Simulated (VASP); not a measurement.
Wanted: the native input for a VASP 6.6.1 run.

```
Task                   : single point
Functional             : PBE
Potentials or basis    : VASP PAW PBE potentials, release 64 (Ti_sv, In_d)
Cutoff                 : 520 eV
k mesh                 : 8 × 8 × 8
Occupations            : gaussian, width 0.1 eV
Spin                   : no spin polarisation
Dipole correction      : no
Further INCAR settings : ALGO = Fast; EDIFF = 1e-06; NBANDS = 48
```

The structure of TiIn5 lies in POSCAR:

```
TiIn5
1.0
   -3.9804153600      3.9804153600      3.0460625686
    3.9804153600     -3.9804153600      3.0460625686
    3.9804153600      3.9804153600     -3.0460625686
Ti In
1 5
Direct
    0.0000000000      0.0000000000      0.0000000000
    0.7552872828      0.7552872828      0.5105745655
    0.2447127172      0.2447127172      0.4894254345
    0.7552872828      0.2447127172      0.0000000000
    0.2447127172      0.7552872828      0.0000000000
    0.5000000000      0.5000000000      0.0000000000
```

The cell was generated, and may not be a known phase.

These files were run (other wordings do the same):

INCAR

```
ALGO = Fast
EDIFF = 1E-6
ENCUT = 520
GGA = PE
ISIF = 2
ISMEAR = 0
LASPH = T
LCHARG = F
LREAL = F
LWAVE = F
NBANDS = 48
NELM = 100
PREC = Accurate
SIGMA = 0.1
```

KPOINTS

```
k-points
0
Gamma
  8 8 8
```

Potentials or basis: VASP PAW PBE potentials, release 64 (Ti_sv, In_d).

Command:

```bash
$ cat potpaw_PBE.64/Ti_sv/POTCAR potpaw_PBE.64/In_d/POTCAR > POTCAR
$ mpirun -np 1 vasp_std > vasp.out
```

Results of the run:

```
Pressure               : 0.0 GPa
Largest force          : 0.004 eV/Å
Band gap on the k mesh : zero (an odd number of electrons rules out a gap without spin polarisation)
```

Caveat: spin-orbit coupling is left out, which moves the levels of the heavy elements.

It took 19 min on 1 thread of AMD EPYC 9R45 96-Core Processor (Zen 5), with other jobs on the host, peak memory 0.59 GiB.
